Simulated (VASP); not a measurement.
Runs of VASP 6.6.1 on HfO2. The structure is that of space group Fm-3m (No. 225), or close to it. The cells are those of the table. 

| level | cell | gap on the mesh (eV) | pressure (GPa) |
| --- | --- | --- | --- |
| r2SCAN | a = 3.504 Å, angles 60.0°, 3 atoms | 4.50 | 14.5 |
| PBE | a = 3.640 Å, angles 60.0°, 3 atoms | 3.68 | (b) |
| PBE | a = 3.605 Å, angles 60.0°, 3 atoms | 3.76 | (a) |
| PBE | a = 3.568 Å, angles 60.0°, 3 atoms | 3.84 | 4.1 |
| PBE | a = 3.531 Å, angles 60.0°, 3 atoms | 3.92 | 13.1 |
| PBE | a = 3.577 Å, angles 60.0°, 3 atoms | 3.82 | 2.1 |
| r2SCAN | a = 3.577 Å, angles 60.0°, 3 atoms | 4.32 | -3.9 |
| r2SCAN | a = 3.541 Å, angles 60.0°, 3 atoms | 4.41 | 4.5 |
| r2SCAN | a = 3.647 Å, angles 60.0°, 3 atoms | 4.14 | -17.4 |
| PBE | a = 3.675 Å, angles 60.0°, 3 atoms | 3.60 | -15.8 |
| r2SCAN | a = 3.612 Å, angles 60.0°, 3 atoms | 4.23 | -11.2 |

Alike in all rows: task single point; potentials or basis VASP PAW PBE potentials, release 64 (Hf_pv, O); no spin polarisation; k mesh 8 × 8 × 8; cutoff (eV) 520; smearing gaussian 0.01 eV.

Question: Estimate the missing entries.

Answer: (a) -3.6; (b) -10.2.

Caveats: spin-orbit coupling is left out, which moves the levels of the heavy elements; the PAW data sets were made with another functional, which shifts forces and pressure a little (some runs).

A k mesh can miss the band edges, and the runs leave out spin-orbit coupling on Hf.
